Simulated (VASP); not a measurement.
# BiBrO (P4/nmm) in VASP: further runs

BiBrO is run at these levels: LDA; tasks: single point.

All numbers are computed with VASP 6.6.1; they aren't measurements. Logs are shortened: lines on timing, memory, paths and dates and some standing lists are left out, and cuts for length are marked.

## Step 1: The cell of the first run

It takes space group P4/nmm (No. 129, tetragonal). The conventional cell has a = 3.947 Å, b = 3.947 Å, c = 8.150 Å, α = 90.00°, β = 90.00°, γ = 90.00°. Within 3.2 Å of Bi (site symmetry 4mm) lie 4 O at 2.35 Å and 4 Br at 3.19 Å. Within 4.2 Å of Br (site symmetry 4mm) lie 6 Bi at 3.19 to 4.12 Å and 4 O at 3.46 Å and 8 Br at 3.73 to 3.95 Å. Within 3.1 Å of O (site symmetry -4m2) lie 4 Bi at 2.35 Å and 4 O at 2.79 Å.

## Step 2: Single point, LDA

The input, INCAR:

```
  ALGO = Normal
  EDIFF = 1E-7
  ENCUT = 520
  ISIF = 2
  ISMEAR = 0
  LASPH = True
  LCHARG = True
  LELF = True
  LREAL = False
  LVHAR = True
  LWAVE = False
  NBANDS = 37
  NELM = 80
  PREC = Accurate
  SIGMA = 0.05
```

The input, KPOINTS:

```
k-points
0
Gamma
  8 8 4
```

The input, POSCAR:

```
BiBrO
1.0
    3.9473000000      0.0000000000      0.0000000000
    0.0000000000      3.9473000000      0.0000000000
    0.0000000000      0.0000000000      8.1496000000
Bi Br O
2 2 2
Direct
    0.0000000000      0.5000000000      0.1575579020
    0.5000000000      0.0000000000      0.8424420980
    0.0000000000      0.5000000000      0.6517216503
    0.5000000000      0.0000000000      0.3482783497
    0.0000000000      0.0000000000      0.0000000000
    0.5000000000      0.5000000000      0.0000000000
```

Potentials or basis: VASP PAW LDA potentials, release 64 (Bi_d, Br, O).

Launch:

```bash
> cat potpaw_LDA.64/Bi_d/POTCAR potpaw_LDA.64/Br/POTCAR potpaw_LDA.64/O/POTCAR > POTCAR
> mpirun -np 1 vasp_std > vasp.out
```

OUTCAR:

```text
EDIFF = 1E-7
   ENCUT = 520
   ISIF = 2
   ISMEAR = 0
   LASPH = True
   LREAL = False
   NELM = 80
   PREC = Accurate

 ion  position               nearest neighbor table
   1  0.000  0.500  0.158-   5 2.35   6 2.35   5 2.35   6 2.35   4 3.19   4 3.19   4 3.19   4 3.19
                             2 3.79   2 3.79   2 3.79   2 3.79
   2  0.500  0.000  0.842-   5 2.35   6 2.35   6 2.35   5 2.35   3 3.19   3 3.19   3 3.19   3 3.19
                             1 3.79   1 3.79   1 3.79   1 3.79
   3  0.000  0.500  0.652-   2 3.19   2 3.19   2 3.19   2 3.19
   4  0.500  0.000  0.348-   1 3.19   1 3.19   1 3.19   1 3.19
   5  0.000  0.000  0.000-   1 2.35   2 2.35   1 2.35   2 2.35
   6  0.500  0.500  0.000-   1 2.35   2 2.35   2 2.35   1 2.35

  LATTYP: Found a simple tetragonal cell.
 ALAT       =     3.9473000000
 C/A-ratio  =     2.0646011198

  Lattice vectors:

 A1 = (   3.9473000000,   0.0000000000,   0.0000000000)
 A2 = (   0.0000000000,   3.9473000000,   0.0000000000)
 A3 = (   0.0000000000,   0.0000000000,   8.1496000000)

Analysis of symmetry for initial positions (statically):
=====================================================================
 Subroutine PRICEL returns:
 Original cell was already a primitive cell.

 Routine SETGRP: Setting up the symmetry group for a
 simple tetragonal supercell.

 Subroutine GETGRP returns: Found 16 space group operations
 (whereof  8 operations were pure point group operations)
 out of a pool of 16 trial point group operations.

The static configuration has the point symmetry D_2d.
 The point group associated with its full space group is D_4h.

Analysis of symmetry for dynamics (positions and initial velocities):
=====================================================================
 Subroutine PRICEL returns:
 Original cell was already a primitive cell.

 Routine SETGRP: Setting up the symmetry group for a
 simple tetragonal supercell.

 Subroutine GETGRP returns: Found 16 space group operations
 (whereof  8 operations were pure point group operations)
 out of a pool of 16 trial point group operations.

The dynamic configuration has the point symmetry D_2d.
 The point group associated with its full space group is D_4h.

 Subroutine INISYM returns: Found 16 space group operations
 (whereof  8 operations are pure point group operations),
 and found     1 'primitive' translations

----------------------------------------------------------------------------------------

                                     Primitive cell

  volume of cell :     126.9804

  direct lattice vectors                    reciprocal lattice vectors
     3.947300000  0.000000000  0.000000000     0.253337725  0.000000000  0.000000000
     0.000000000  3.947300000  0.000000000     0.000000000  0.253337725  0.000000000
     0.000000000  0.000000000  8.149600000     0.000000000  0.000000000  0.122705409

  length of vectors
     3.947300000  3.947300000  8.149600000     0.253337725  0.253337725  0.122705409

  position of ions in fractional coordinates (direct lattice)
     0.000000000  0.500000000  0.157557902
     0.500000000  0.000000000  0.842442098
     0.000000000  0.500000000  0.651721650
     0.500000000  0.000000000  0.348278350
     0.000000000  0.000000000  0.000000000
     0.500000000  0.500000000  0.000000000

  ion indices of the primitive-cell ions
   primitive index   ion index
                 1           1
                 2           2
                 3           3
                 4           4
                 5           5
                 6           6

----------------------------------------------------------------------------------------

 KPOINTS: k-points

Automatic generation of k-mesh.
 Grid dimensions read from file:
 generate k-points for:    8    8    4

 Generating k-lattice:

  Cartesian coordinates                     Fractional coordinates (reciprocal lattice)
     0.031667216  0.000000000  0.000000000     0.125000000  0.000000000  0.000000000
     0.000000000  0.031667216  0.000000000     0.000000000  0.125000000  0.000000000
[... 48 lines left out ...]

 number of electron      56.0000000 magnetization

 Free energy of the ion-electron system (eV)
  ---------------------------------------------------
  ext. energy  EPLUGINS =         0.00000000
  ---------------------------------------------------
  free energy    TOTEN  =       -31.81056851 eV

  energy without entropy =      -31.81056851  energy(sigma->0) =      -31.81056851

 E-fermi :   4.1049     XC(G=0): -10.3298

 val. band max:        3.8159515435   @ k =   0.3750   0.0000   0.5000
 cond. band min:       5.8801222383   @ k =   0.0000   0.0000   0.5000
 fundamental gap:      2.0641706947
 Fermi energy:         4.1049173848

 k-point     1 :       0.0000    0.0000    0.0000
  band No.  band energies     occupation
      1     -18.2905      2.00000
      2     -18.1430      2.00000
      3     -18.1430      2.00000
      4     -18.1369      2.00000
      5     -18.1354      2.00000
      6     -18.1096      2.00000
[... 29 lines left out ...]
     36      11.7725      0.00000
     37      11.9706      0.00000

 k-point     2 :       0.1250    0.0000    0.0000
  band No.  band energies     occupation
      1     -18.2860      2.00000
      2     -18.1435      2.00000
      3     -18.1418      2.00000
      4     -18.1321      2.00000
      5     -18.1308      2.00000
      6     -18.1081      2.00000
[... 29 lines left out ...]
     36      11.8806      0.00000
     37      12.3023      0.00000

 k-point     3 :       0.2500    0.0000    0.0000
  band No.  band energies     occupation
      1     -18.2753      2.00000
      2     -18.1499      2.00000
      3     -18.1417      2.00000
      4     -18.1386      2.00000
      5     -18.1184      2.00000
      6     -18.1152      2.00000
[... 29 lines left out ...]
     36      12.3360      0.00000
     37      12.9579      0.00000
[... 761 lines left out ...]
 k-point    23 :       0.3750    0.1250    0.2500
  band No.  band energies     occupation
      1     -18.2633      2.00000
      2     -18.2066      2.00000
      3     -18.1325      2.00000
      4     -18.1292      2.00000
      5     -18.1199      2.00000
      6     -18.1145      2.00000
[... 29 lines left out ...]
     36      12.9233      0.00000
     37      13.0215      0.00000

 k-point    24 :       0.5000    0.1250    0.2500
  band No.  band energies     occupation
      1     -18.2419      2.00000
      2     -18.2419      2.00000
      3     -18.1254      2.00000
      4     -18.1254      2.00000
      5     -18.1233      2.00000
      6     -18.1233      2.00000
[... 29 lines left out ...]
     36      12.7361      0.00000
     37      12.9552      0.00000

 [... further k-points ...]

------------------------ aborting loop because EDIFF is reached ----------------------------------------

  FORCE on cell =-STRESS in cart. coord.  units (eV):
  Direction    XX          YY          ZZ          XY          YZ          ZX
  --------------------------------------------------------------------------------------
  -------------------------------------------------------------------------------------
  Total       -4.1958183     -4.1958183     -3.9349059      0.0000000     -0.0000000      0.0000000
  in kB      -52.9408240    -52.9408240    -49.6487561      0.0000000     -0.0000000      0.0000000
  external PRESSURE =     -51.8434680 kB  Pullay stress =       0.0000000 kB

 VOLUME and BASIS-vectors are now :
 -----------------------------------------------------------------------------
  energy-cutoff  :      520.00
  volume of cell :      126.98
      direct lattice vectors                 reciprocal lattice vectors
     3.947300000  0.000000000  0.000000000     0.253337725  0.000000000  0.000000000
     0.000000000  3.947300000  0.000000000     0.000000000  0.253337725  0.000000000
     0.000000000  0.000000000  8.149600000     0.000000000  0.000000000  0.122705409

 POSITION                                       TOTAL-FORCE (eV/Angst)
 -----------------------------------------------------------------------------------
      0.00000      1.97365      1.28403        -0.000000      0.000000     -0.727134
      1.97365      0.00000      6.86557         0.000000      0.000000      0.727134
      0.00000      1.97365      5.31127        -0.000000     -0.000000      0.239942
      1.97365      0.00000      2.83833        -0.000000      0.000000     -0.239942
      0.00000      0.00000      0.00000        -0.000000     -0.000000     -0.000000
      1.97365      1.97365      0.00000         0.000000      0.000000     -0.000000
 -----------------------------------------------------------------------------------
    total drift:                                0.000000      0.000000     -0.000000

  FREE ENERGIE OF THE ION-ELECTRON SYSTEM (eV)
  ---------------------------------------------------
  free  energy   TOTEN  =       -31.8105685079 eV

  energy  without entropy=      -31.8105685079  energy(sigma->0) =      -31.81056851
```

Run time: 1.7 min. Hardware: 1 thread of Intel Xeon 6975P-C (Granite Rapids), shared host; peak memory 0.31 GiB.

What came out:

- Free energy: -31.8106 eV
- Pressure: -5.2 GPa
- Largest force: 0.727 eV/Å
- Band gap on the k mesh: 2.06 eV (least direct gap 2.24 eV)

Forces on the atoms (eV/Å):
```
Bi   0.000  0.000 -0.727
Bi   0.000  0.000  0.727
Br   0.000  0.000  0.240
Br   0.000  0.000 -0.240
O    0.000  0.000  0.000
O    0.000  0.000  0.000
```

Stress tensor (GPa, compression positive):
```
-5.29  0.00  0.00
 0.00 -5.29  0.00
 0.00  0.00 -4.96
```

Levels at points of the mesh, in eV from the valence-band top:
```
           k point  band 25  band 26  band 27  band 28  band 29  band 30  band 31  band 32
(0.00, 0.00, 0.00)    -1.05    -0.76    -0.76    -0.64     2.24     3.15     4.71     4.71
(0.50, 0.00, 0.00)    -0.55    -0.55    -0.15    -0.15     4.08     4.08     4.62     4.62
(0.50, 0.50, 0.00)    -0.81    -0.81    -0.77    -0.77     3.15     3.15     4.83     4.83
(0.00, 0.00, 0.50)    -0.93    -0.48    -0.48    -0.18     2.06     2.39     4.55     4.55
(0.50, 0.00, 0.50)    -0.56    -0.56    -0.11    -0.11     3.91     3.91     4.67     4.67
(0.50, 0.50, 0.50)    -1.11    -1.11    -0.81    -0.81     3.82     3.82     5.08     5.08
```

Caveat: the cell stands under tension; spin-orbit coupling is left out, which moves the levels of the heavy elements.

## Step 3: Single point, LDA

This run uses another cell than the first one, of 18.82 Å³/atom.

The input, INCAR:

```
SYSTEM = BiBrO
PREC = Accurate
ENCUT = 520
EDIFF = 1E-7
ISMEAR = 0
SIGMA = 0.05
LREAL = .FALSE.
LASPH = .TRUE.
NELM = 80
ALGO = Normal
ISIF = 2
LWAVE = .FALSE.
LCHARG = .FALSE.
NBANDS = 37
```

The input, KPOINTS:

```
Automatic mesh
0
G
  8 8 4
  0 0 0
```

Edit POSCAR of step 2 so:

```diff
@@ -2,5 +2,5 @@
 1.0
-    3.9473000000      0.0000000000      0.0000000000
-    0.0000000000      3.9473000000      0.0000000000
-    0.0000000000      0.0000000000      8.1496000000
+    3.8826151614      0.0000000000      0.0000000000
+    0.0000000000      3.8826151614      0.0000000000
+    0.0000000000      0.0000000000      7.4924000000
 Bi Br O
```

Potentials or basis: VASP PAW LDA potentials, release 64 (Bi_d, Br, O).

Launch:

```bash
> cat potpaw_LDA.64/Bi_d/POTCAR potpaw_LDA.64/Br/POTCAR potpaw_LDA.64/O/POTCAR > POTCAR
> mpirun -np 1 vasp_std > vasp.out
```

Wall time 2.3 min (1 thread of Intel Xeon Platinum 8488C (Sapphire Rapids), shared host); peak memory 0.29 GiB.

Results (log left out):

```yaml
Free_energy: -31.8185 eV
Pressure: 5.1 GPa
Largest_force: 0.956 eV/Å
Band_gap_on_the_k_mesh: 1.87 eV (least direct gap 2.02 eV)
```

Forces in eV/Å, atoms in the order of the input:
```
Bi   0.000  0.000  0.956
Bi   0.000  0.000 -0.956
Br   0.000  0.000 -0.259
Br   0.000  0.000  0.259
O    0.000  0.000  0.000
O    0.000  0.000  0.000
```

Stress tensor (GPa, compression positive):
```
4.64 0.00 0.00
0.00 4.64 0.00
0.00 0.00 6.01
```

Levels at points of the mesh, in eV from the valence-band top:
| k point | band 25 | band 26 | band 27 | band 28 | band 29 | band 30 | band 31 | band 32 |
| --- | --- | --- | --- | --- | --- | --- | --- | --- |
| (0.00, 0.00, 0.00) | -1.25 | -1.07 | -1.07 | -0.99 | 2.43 | 3.41 | 5.22 | 5.22 |
| (0.50, 0.00, 0.00) | -0.84 | -0.84 | -0.12 | -0.12 | 4.47 | 4.47 | 4.82 | 4.82 |
| (0.50, 0.50, 0.00) | -1.12 | -1.12 | -0.79 | -0.79 | 3.65 | 3.65 | 5.38 | 5.38 |
| (0.00, 0.00, 0.50) | -0.77 | -0.60 | -0.60 | -0.15 | 1.87 | 2.31 | 5.01 | 5.01 |
| (0.50, 0.00, 0.50) | -0.86 | -0.86 | -0.02 | -0.02 | 4.20 | 4.20 | 4.92 | 4.92 |
| (0.50, 0.50, 0.50) | -1.46 | -1.46 | -1.40 | -1.40 | 4.55 | 4.55 | 5.54 | 5.54 |

Caveat: the cell stands under pressure; spin-orbit coupling is left out, which moves the levels of the heavy elements.

## Step 4: Single point, LDA

This run uses another cell than the first one, of 19.13 Å³/atom.

The input, INCAR:

```
PREC = Accurate
ENCUT = 520
EDIFF = 1E-6
ISMEAR = 0
SIGMA = 0.05
LREAL = F
LASPH = T
NELM = 80
ALGO = Normal
ISIF = 2
LWAVE = F
LCHARG = F
GGA = CA
NBANDS = 37
```

The input, KPOINTS:

```
Automatic mesh
0
Gamma
  8 8 4
```

Edit POSCAR of step 3 so:

```diff
@@ -2,5 +2,5 @@
 1.0
-    3.8826151614      0.0000000000      0.0000000000
-    0.0000000000      3.8826151614      0.0000000000
-    0.0000000000      0.0000000000      7.4924000000
+    3.7532000000      0.0000000000      0.0000000000
+    0.0000000000      3.7532000000      0.0000000000
+    0.0000000000      0.0000000000      8.1496000000
 Bi Br O
```

Launch:

```bash
> cat potpaw_LDA.64/Bi_d/POTCAR potpaw_LDA.64/Br/POTCAR potpaw_LDA.64/O/POTCAR > POTCAR
> mpirun -np 1 vasp_std > vasp.out
```

It took 2.1 min on 1 thread of Intel Xeon Platinum 8488C (Sapphire Rapids), shared host; peak memory 0.29 GiB.

It converged, with:

```yaml
Free_energy: -31.7811 eV
Pressure: 5.2 GPa
Largest_force: 0.103 eV/Å
Band_gap_on_the_k_mesh: 2.26 eV (least direct gap 2.63 eV)
```

Forces on the atoms (eV/Å):
```
Bi   0.000  0.000  0.083
Bi   0.000  0.000 -0.083
Br   0.000  0.000 -0.103
Br   0.000  0.000  0.103
O    0.000  0.000  0.000
O    0.000  0.000  0.000
```

Stress tensor (GPa, compression positive):
```
6.99 0.00 0.00
0.00 6.99 0.00
0.00 0.00 1.69
```

Levels at points of the mesh, in eV from the valence-band top:
```
           k point  band 25  band 26  band 27  band 28  band 29  band 30  band 31  band 32
(0.00, 0.00, 0.00)    -1.46    -1.14    -1.14    -0.73     2.54     3.25     4.88     4.88
(0.50, 0.00, 0.00)    -0.87    -0.87    -0.23    -0.23     4.19     4.19     4.85     4.85
(0.50, 0.50, 0.00)    -1.31    -1.31    -1.09    -1.09     2.96     2.96     4.86     4.86
(0.00, 0.00, 0.50)    -1.41    -0.86    -0.86    -0.37     2.26     2.61     4.62     4.62
(0.50, 0.00, 0.50)    -0.87    -0.87    -0.31    -0.31     4.03     4.03     4.90     4.90
(0.50, 0.50, 0.50)    -1.66    -1.66    -1.09    -1.09     3.86     3.86     5.29     5.29
```

Caveat: the cell stands under pressure; spin-orbit coupling is left out, which moves the levels of the heavy elements. A k mesh can miss the band edges.

## Step 5: Single point, LDA

This run uses another cell than the first one, of 19.16 Å³/atom.

The input, INCAR:

```
PREC     = Accurate       # precision mode
ENCUT    = 520            # plane-wave cutoff, eV
EDIFF    = 1E-6           # SCF threshold, eV
ISMEAR   = 0              # smearing method
SIGMA    = 0.05           # smearing width, eV
LREAL    = False          # projectors in reciprocal space
LASPH    = True           # aspherical terms in the spheres
NELM     = 60             # most SCF steps
ALGO     = Normal         # electronic algorithm
ISIF     = 2              # what is computed and relaxed
LWAVE    = False          # write WAVECAR
LCHARG   = False          # write CHGCAR
NBANDS   = 37             # bands
```

KPOINTS is that of step 4.

Edit POSCAR of step 4 so:

```diff
@@ -2,5 +2,5 @@
 1.0
-    3.7532000000      0.0000000000      0.0000000000
-    0.0000000000      3.7532000000      0.0000000000
-    0.0000000000      0.0000000000      8.1496000000
+    3.8179000000      0.0000000000      0.0000000000
+    0.0000000000      3.8179000000      0.0000000000
+    0.0000000000      0.0000000000      7.8867516861
 Bi Br O
```

Launch:

```bash
> cat potpaw_LDA.64/Bi_d/POTCAR potpaw_LDA.64/Br/POTCAR potpaw_LDA.64/O/POTCAR > POTCAR
> mpirun -np 1 vasp_std > vasp.out
```

Wall time 98 s (1 thread of Intel Xeon Platinum 8488C (Sapphire Rapids), shared host); peak memory 0.28 GiB.

Results (log left out):

| Property | Result |
| --- | --- |
| Free energy | -31.8713 eV |
| Pressure | 4.2 GPa |
| Largest force | 0.410 eV/Å |
| Band gap on the k mesh | 2.07 eV (least direct gap 2.35 eV) |

Forces in eV/Å, atoms in the order of the input:
```
Bi   0.000  0.000  0.410
Bi   0.000  0.000 -0.410
Br   0.000  0.000 -0.131
Br   0.000  0.000  0.131
O    0.000  0.000  0.000
O    0.000  0.000  0.000
```

Stress tensor (GPa, compression positive):
```
4.87 0.00 0.00
0.00 4.87 0.00
0.00 0.00 2.93
```

Levels at points of the mesh, in eV from the valence-band top:
```csv
k point,band 25,band 26,band 27,band 28,band 29,band 30,band 31,band 32
"(0.00, 0.00, 0.00)",-1.44,-1.11,-1.11,-0.86,2.43,3.24,4.98,4.98
"(0.50, 0.00, 0.00)",-0.85,-0.85,-0.18,-0.18,4.29,4.29,4.80,4.80
"(0.50, 0.50, 0.00)",-1.24,-1.24,-1.09,-1.09,3.25,3.25,5.05,5.05
"(0.00, 0.00, 0.50)",-1.19,-0.76,-0.76,-0.28,2.07,2.43,4.74,4.74
"(0.50, 0.00, 0.50)",-0.87,-0.87,-0.19,-0.19,4.09,4.09,4.86,4.86
"(0.50, 0.50, 0.50)",-1.55,-1.55,-1.24,-1.24,4.15,4.15,5.40,5.40
```

Caveat: the cell stands under pressure; spin-orbit coupling is left out, which moves the levels of the heavy elements.

## Step 6: The runs side by side

| cell | gap on the mesh (eV) | pressure (GPa) | largest force (eV/Å) |
| --- | --- | --- | --- |
| a = 3.947, b = 3.947, c = 8.150 Å, 6 atoms | 2.06 | -5.2 | 0.73 |
| a = 3.883, b = 3.883, c = 7.492 Å, 6 atoms | 1.87 | 5.1 | 0.96 |
| a = 3.753, b = 3.753, c = 8.150 Å, 6 atoms | 2.26 | 5.2 | 0.10 |
| a = 3.818, b = 3.818, c = 7.887 Å, 6 atoms | 2.07 | 4.2 | 0.41 |

Alike in all rows: task single point; level LDA; potentials or basis VASP PAW LDA potentials, release 64 (Bi_d, Br, O); no spin polarisation; k mesh 8 × 8 × 4; cutoff (eV) 520; smearing gaussian 0.05 eV.

Caveats: spin-orbit coupling is left out, which moves the levels of the heavy elements; the cell stands under pressure (at least some runs); the cell stands under tension (at least some runs).

Absolute energies hang on the potentials; compare differences alone.
